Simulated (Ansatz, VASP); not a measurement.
SiP5 in VASP and in Ansatz

```
Si P
1.0
     4.25708    0.00000    0.00000
    -2.12854    3.68674    0.00000
     0.00000    0.00000    5.56833
Si P
1 5
Direct
  0.00000 0.00000 0.50000
  0.33333 0.66667 0.26334
  0.33333 0.66667 0.73666
  0.66667 0.33333 0.73666
  0.66667 0.33333 0.26334
  0.00000 0.00000 0.00000
```

Alike in both runs: functional PBE; k mesh 4 × 4 × 3; occupations gaussian, width 0.2 eV; no spin polarisation.

Ansatz relaxed the structure, and its values are those at the end. VASP's run is a single point on that final structure, the one shown.

|  | VASP | Ansatz |
| --- | --- | --- |
| version | VASP 6.6.1 | Ansatz 0.2.0 |
| potentials or method | VASP PAW PBE potentials, release 64 (Si, P), cutoff 500 eV | scalar-relativistic, plane waves, PAW |
| valence electrons in the cell | 29 | 29 |

Ansatz gave:

| Item | Value |
| --- | --- |
| gap on the k mesh at the Fermi level (eV) | none |
| pressure (GPa) | -0.2 |
| rms of the force components (eV/Å) | 0.030 |

Q: Which values does VASP return?

A: gap on the k mesh at the Fermi level (eV): none; pressure (GPa): -0.4; rms of the force components (eV/Å): 0.026.

A gap of «none» marks a metal or a gap that the smearing closes. With one functional, cell and mesh, what is left measures potentials, basis and numerics.

The k mesh is coarse, so the values compare programs but aren't converged.
